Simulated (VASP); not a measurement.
# Fe (Pm-3m) in VASP: a series of runs, part 2 of 2

VASP 6.6.1.

**3. Single point, r2SCAN**

POSCAR

```
Fe
1.0
    2.2391755303      0.0000000000      0.0000000000
    0.0000000000      2.2391755303      0.0000000000
    0.0000000000      0.0000000000      2.2391755303
Fe
1
Direct
    0.0000000000      0.0000000000      0.0000000000
```

INCAR.step1

```
ALGO     = Normal         # electronic algorithm
EDIFF    = 1E-4           # SCF threshold, eV
ENCUT    = 520            # plane-wave cutoff, eV
GGA      = PE             # functional
ISMEAR   = -1             # smearing method
LASPH    = True           # aspherical terms in the spheres
LCHARG   = False          # write CHGCAR
LREAL    = False          # projectors in reciprocal space
LWAVE    = True           # write WAVECAR
NBANDS   = 10             # bands
NELM     = 100            # most SCF steps
PREC     = Accurate       # precision mode
SIGMA    = 0.1            # smearing width, eV
```

INCAR.step2

```
ALGO     = Normal         # electronic algorithm
EDIFF    = 1E-7           # SCF threshold, eV
ENCUT    = 520            # plane-wave cutoff, eV
ISIF     = 2              # what is computed and relaxed
ISMEAR   = -1             # smearing method
ISTART   = 1            
LASPH    = True           # aspherical terms in the spheres
LCHARG   = True           # write CHGCAR
LELF     = True           # ELF
LMIXTAU  = True         
LREAL    = False          # projectors in reciprocal space
LVHAR    = True         
LWAVE    = False          # write WAVECAR
METAGGA  = R2SCAN         # meta-GGA
NBANDS   = 10             # bands
NELM     = 100            # most SCF steps
PREC     = Accurate       # precision mode
SIGMA    = 0.1            # smearing width, eV
```

KPOINTS

```
k-points
0
Gamma
  7 7 7
```

Potentials or basis: VASP PAW PBE potentials, release 64 (Fe).

Launch:

```
$ cat potpaw_PBE.64/Fe/POTCAR > POTCAR
$ cp INCAR.step1 INCAR
$ mpirun -np 1 vasp_std > vasp.out
$ cp INCAR.step2 INCAR
$ mpirun -np 1 vasp_std > vasp.out
```

OUTCAR:

```text
EDIFF = 1E-7
   ENCUT = 520
   ISIF = 2
   ISMEAR = -1
   ISTART = 1
   LASPH = True
   LREAL = False
   METAGGA = R2SCAN
   NELM = 100
   PREC = Accurate

 ion  position               nearest neighbor table
   1  0.000  0.000  0.000-

  LATTYP: Found a simple cubic cell.
 ALAT       =     2.2391755303

  Lattice vectors:

 A1 = (   2.2391755303,   0.0000000000,   0.0000000000)
 A2 = (   0.0000000000,   2.2391755303,   0.0000000000)
 A3 = (   0.0000000000,   0.0000000000,   2.2391755303)

Analysis of symmetry for initial positions (statically):
=====================================================================
 Subroutine PRICEL returns:
 Original cell was already a primitive cell.

 Routine SETGRP: Setting up the symmetry group for a
 simple cubic supercell.

 Subroutine GETGRP returns: Found 48 space group operations
 (whereof 48 operations were pure point group operations)
 out of a pool of 48 trial point group operations.

The static configuration has the point symmetry O_h .

Analysis of symmetry for dynamics (positions and initial velocities):
=====================================================================
 Subroutine PRICEL returns:
 Original cell was already a primitive cell.

 Routine SETGRP: Setting up the symmetry group for a
 simple cubic supercell.

 Subroutine GETGRP returns: Found 48 space group operations
 (whereof 48 operations were pure point group operations)
 out of a pool of 48 trial point group operations.

The dynamic configuration has the point symmetry O_h .

 Subroutine INISYM returns: Found 48 space group operations
 (whereof 48 operations are pure point group operations),
 and found     1 'primitive' translations

----------------------------------------------------------------------------------------

                                     Primitive cell

  volume of cell :      11.2270

  direct lattice vectors                    reciprocal lattice vectors
     2.239175530  0.000000000  0.000000000     0.446592947  0.000000000  0.000000000
     0.000000000  2.239175530  0.000000000     0.000000000  0.446592947  0.000000000
     0.000000000  0.000000000  2.239175530     0.000000000  0.000000000  0.446592947

  length of vectors
     2.239175530  2.239175530  2.239175530     0.446592947  0.446592947  0.446592947

  position of ions in fractional coordinates (direct lattice)
     0.000000000  0.000000000  0.000000000

  ion indices of the primitive-cell ions
   primitive index   ion index
                 1           1

----------------------------------------------------------------------------------------

 KPOINTS: k-points

Automatic generation of k-mesh.
 Grid dimensions read from file:
 generate k-points for:    7    7    7

 Generating k-lattice:

  Cartesian coordinates                     Fractional coordinates (reciprocal lattice)
     0.063798992  0.000000000  0.000000000     0.142857143  0.000000000  0.000000000
     0.000000000  0.063798992  0.000000000     0.000000000  0.142857143  0.000000000
     0.000000000  0.000000000  0.063798992     0.000000000  0.000000000  0.142857143

  Length of vectors
     0.063798992  0.063798992  0.063798992

  Shift w.r.t. Gamma in fractional coordinates (k-lattice)
     0.000000000  0.000000000  0.000000000

 Subroutine IBZKPT returns following result:
 ===========================================

 Found     20 irreducible k-points:

 Following reciprocal coordinates:
            Coordinates               Weight
  0.000000  0.000000  0.000000      1.000000
  0.142857  0.000000  0.000000      6.000000
  0.285714  0.000000  0.000000      6.000000
  0.428571  0.000000  0.000000      6.000000
  0.142857  0.142857  0.000000     12.000000
  0.285714  0.142857  0.000000     24.000000
[... 12 lines left out ...]
  0.428571  0.428571  0.285714     24.000000
  0.428571  0.428571  0.428571      8.000000
   k-points           NKPTS =     20   k-points in BZ     NKDIM =     20   number of bands    NBANDS=     10
   number of dos      NEDOS =    301   number of ions     NIONS =      1
   total plane-waves  NPLWV =   5832
   dimension x,y,z NGX =    18 NGY =   18 NGZ =   18
   dimension x,y,z NGXF=    36 NGYF=   36 NGZF=   36
   ions per type =               1
   NGX,Y,Z   is equivalent  to a cutoff of  13.36, 13.36, 13.36 a.u.
   NGXF,Y,Z  is equivalent  to a cutoff of  26.73, 26.73, 26.73 a.u.
 SYSTEM =  unknown system
   PREC   = accura    normal or accurate (medium, high low for compatibility)
   ISTART =      1    job   : 0-new  1-cont  2-samecut
   ICHARG =      0    charge: 1-file 2-atom 10-const
   ISPIN  =      1    spin polarized calculation?
   LNONCOLLINEAR =      F non collinear calculations
   LSORBIT =      F    spin-orbit coupling
   LASPH  =      T    aspherical Exc in radial PAW
   ENCUT  =  520.0 eV  38.22 Ry    6.18 a.u.   4.16  4.16  4.16*2*pi/ulx,y,z
   NELM   =    100;   NELMIN=  2; NELMDL=  0     # of ELM steps
   EDIFF  = 0.1E-06   stopping-criterion for ELM
   LREAL  =      F    real-space projection
   EDIFFG = 0.1E-05   stopping-criterion for IOM
   NSW    =      0    number of steps for IOM
   IBRION =     -1    ionic relax: 0-MD 1-quasi-New 2-CG
   NFREE  =      0    steps in history (QN), initial steepest desc. (CG)
   ISIF   =      2    stress and relaxation
   ISYM   =      2    0-nonsym 1-usesym 2-fastsym
   POTIM  = 0.5000    time-step for ionic-motion
   TEBEG  =    0.0;   TEEND  =   0.0 temperature during run
   PSTRESS=    0.0 pullay stress
   NELECT =       8.0000    total number of electrons
   NUPDOWN=      -1.0000    fix difference up-down
   EMIN   =  10.00;   EMAX   =-10.00  energy-range for DOS
   EFERMI =   0.00;   METHOD = LEGACY
   ISMEAR =    -1;   SIGMA  =   0.10  broadening in eV -4-tet -1-fermi 0-gaus
   EFERMI_NEDOS =   21; number of points for ismear=-14 and -15
   IALGO  =     38    algorithm
   IMIX   =      4    mixing-type and parameters
     AMIX     =   0.40;   BMIX     =  1.00
     AMIX_MAG =   1.60;   BMIX_MAG =  1.00
  volume/ion in A,a.u.               =      11.23        75.76
  Fermi-wavevector in a.u.,A,eV,Ry     =   1.462233  2.763220 29.090976  2.138126
  Thomas-Fermi vector in A             =   2.578471
   LORBIT       =      0    0 simple, 1 ext, 2 COOP (PROOUT), +10 PAW based schemes
   METAGGA = R2SCAN    functional components
   LHFCALC =     F    Hartree Fock is set to
   AEXX    =    0.0000 exact exchange contribution
   IVDW    =     0    specifies the selected vdW correction
   LEPSILON=     F    determine dielectric tensor
   LRPA    =     F    only Hartree local field effects (RPA)
 non-spin polarized calculation
  energy-cutoff  :      520.00
  volume of cell :       11.23
 maximum number of plane-waves:       312
 NGX is ok and might be reduce to    18
   NGX =  9   NGY =  9   NGZ =  9

 number of electron       8.0000011 magnetization

 Free energy of the ion-electron system (eV)
  ---------------------------------------------------
  ext. energy  EPLUGINS =         0.00000000
  ---------------------------------------------------
  free energy    TOTEN  =       -12.64174293 eV

  energy without entropy =      -12.56292183  energy(sigma->0) =      -12.60233238

 E-fermi :   6.0978     XC(G=0): -14.1853

 val. band max:        5.9886709773   @ k =   0.4286   0.4286   0.2857
 cond. band min:       6.1138454410   @ k =   0.2857   0.0000   0.0000
 fundamental gap:      0.1251744637
 Fermi energy:         6.0978002653

 k-point     1 :       0.0000    0.0000    0.0000
  band No.  band energies     occupation
      1      -2.8232      2.00000
      2       1.8554      2.00000
      3       1.8554      2.00000
      4       7.2080      0.00003
      5       7.2080      0.00003
      6       7.2080      0.00003
      7      28.4969      0.00000
      8      28.4969      0.00000
      9      28.4969      0.00000
     10      32.3274      0.00000

 k-point     2 :       0.1429    0.0000    0.0000
  band No.  band energies     occupation
      1      -2.1297      2.00000
      2       1.9829      2.00000
      3       2.2798      2.00000
      4       6.8536      0.00104
      5       6.8536      0.00104
      6       7.2362      0.00002
      7      23.1620      0.00000
      8      29.4686      0.00000
      9      29.4686      0.00000
     10      32.2357      0.00000
[... 222 lines left out ...]
 k-point    20 :       0.4286    0.4286    0.4286
  band No.  band energies     occupation
      1       2.2933      2.00000
      2       2.6065      2.00000
      3       2.6065      2.00000
      4       7.8396      0.00000
      5       7.8396      0.00000
      6      17.2491      0.00000
      7      20.5285      0.00000
      8      20.7376      0.00000
      9      20.7376      0.00000
     10      26.6870      0.00000

------------------------ aborting loop because EDIFF is reached ----------------------------------------

  FORCE on cell =-STRESS in cart. coord.  units (eV):
  Direction    XX          YY          ZZ          XY          YZ          ZX
  --------------------------------------------------------------------------------------
  -------------------------------------------------------------------------------------
  Total        0.1021872      0.1021872      0.1021872      0.0000000      0.0000000      0.0000000
  in kB       14.5828524     14.5828524     14.5828524      0.0000000      0.0000000      0.0000000
  external PRESSURE =      14.5828524 kB  Pullay stress =       0.0000000 kB

 VOLUME and BASIS-vectors are now :
 -----------------------------------------------------------------------------
  energy-cutoff  :      520.00
  volume of cell :       11.23
      direct lattice vectors                 reciprocal lattice vectors
     2.239175530  0.000000000  0.000000000     0.446592947  0.000000000  0.000000000
     0.000000000  2.239175530  0.000000000     0.000000000  0.446592947  0.000000000
     0.000000000  0.000000000  2.239175530     0.000000000  0.000000000  0.446592947

 POSITION                                       TOTAL-FORCE (eV/Angst)
 -----------------------------------------------------------------------------------
      0.00000      0.00000      0.00000         0.000000      0.000000      0.000000
 -----------------------------------------------------------------------------------
    total drift:                                0.000000      0.000000     -0.000000

  FREE ENERGIE OF THE ION-ELECTRON SYSTEM (eV)
  ---------------------------------------------------
  free  energy   TOTEN  =       -12.6417429340 eV

  energy  without entropy=      -12.5629218258  energy(sigma->0) =      -12.60233238
```

It took 30 s on 1 thread of AMD EPYC 7R13, shared host; peak memory 0.09 GiB.

What came out:

| Item | Value |
| --- | --- |
| Free energy | -12.6417 eV |
| Pressure | 1.5 GPa |
| Band gap on the k mesh | zero (band 4 reaches 7.84 eV, above the bottom of band 5 at 5.48 eV) |

Caveat: the k points lie up to 0.40 Å⁻¹ apart; the PAW data sets were made with another functional, which shifts forces and pressure a little; the run has no spin polarisation, though such a crystal can be magnetic. Spin polarisation is off, so any magnetic state and its effect on volume and gap are missing.

**4. Single point, r2SCAN0**

POSCAR is that of step 3.

INCAR.step1

```
SYSTEM = Fe
PREC     = Accurate       ! precision mode
ENCUT    = 520            ! plane-wave cutoff, eV
EDIFF    = 1E-5           ! SCF threshold, eV
ISMEAR   = -1             ! smearing method
SIGMA    = 0.1            ! smearing width, eV
LREAL    = .FALSE.        ! projectors in reciprocal space
LASPH    = .TRUE.         ! aspherical terms in the spheres
NELM     = 80             ! most SCF steps
ALGO     = Normal         ! electronic algorithm
ISIF     = 2              ! what is computed and relaxed
LWAVE    = .TRUE.         ! write WAVECAR
LCHARG   = .FALSE.        ! write CHGCAR
NBANDS   = 10             ! bands
GGA      = PE             ! functional
```

INCAR.step2

```
SYSTEM = Fe
PREC     = Accurate       ! precision mode
ENCUT    = 520            ! plane-wave cutoff, eV
EDIFF    = 1E-6           ! SCF threshold, eV
ISMEAR   = -1             ! smearing method
SIGMA    = 0.1            ! smearing width, eV
LREAL    = .FALSE.        ! projectors in reciprocal space
LASPH    = .TRUE.         ! aspherical terms in the spheres
NELM     = 80             ! most SCF steps
ALGO     = Normal         ! electronic algorithm
ISIF     = 2              ! what is computed and relaxed
LWAVE    = .FALSE.        ! write WAVECAR
LCHARG   = .FALSE.        ! write CHGCAR
METAGGA  = R2SCAN         ! meta-GGA
LHFCALC  = .TRUE.         ! exact exchange
AEXX     = 0.25           ! exact-exchange fraction
LMIXTAU  = .TRUE.       
PRECFOCK = Normal       
NBANDS   = 10             ! bands
ISTART   = 1
```

KPOINTS

```
regular mesh
0
G
  7 7 7
  0 0 0
```

Launch:

```
$ cat potpaw_PBE.64/Fe/POTCAR > POTCAR
$ cp INCAR.step1 INCAR
$ mpirun -np 1 vasp_std > vasp.out
$ cp INCAR.step2 INCAR
$ mpirun -np 1 vasp_std > vasp.out
```

Run time: 21 min. Hardware: 1 thread of AMD EPYC 7R13, shared host; peak memory 0.1 GiB.

It converged, with:

```yaml
Free_energy: -13.8454 eV
Pressure: -11.8 GPa
Band_gap_on_the_k_mesh: zero (band 4 reaches 8.00 eV, above the bottom of band 5 at 4.37 eV)
```

Levels at points of the mesh, in eV from the Fermi level:
```
           k point  band 1  band 2  band 3  band 4  band 5  band 6  band 7  band 8
(0.00, 0.00, 0.00)  -10.35   -6.10   -6.10    2.03    2.03    2.03   23.76   23.76
```

Caveat: the k points lie up to 0.40 Å⁻¹ apart; the PAW data sets were made with another functional, which shifts forces and pressure a little; the run has no spin polarisation, though such a crystal can be magnetic. Spin polarisation is off, so any magnetic state and its effect on volume and gap are missing.

**5. The runs side by side**

| level | spin | k mesh | grid for exact exchange (PRECFOCK) | gap on the mesh (eV) | pressure (GPa) |
| --- | --- | --- | --- | --- | --- |
| r2SCAN | non-collinear, zero start, SOC | 14 × 14 × 14 | - | - | 0.6 |
| r2SCAN | off | 7 × 7 × 7 | - | none | 1.5 |
| r2SCAN0 | off | 7 × 7 × 7 | Normal | none | -11.8 |

Alike in all rows: task single point; potentials or basis VASP PAW PBE potentials, release 64 (Fe); cell as given; cutoff (eV) 520; smearing fermi-dirac 0.1 eV.

Caveats: some runs use coarse meshes; the PAW data sets were made with another functional, which shifts forces and pressure a little.

Absolute energies hang on the potentials; compare differences alone.
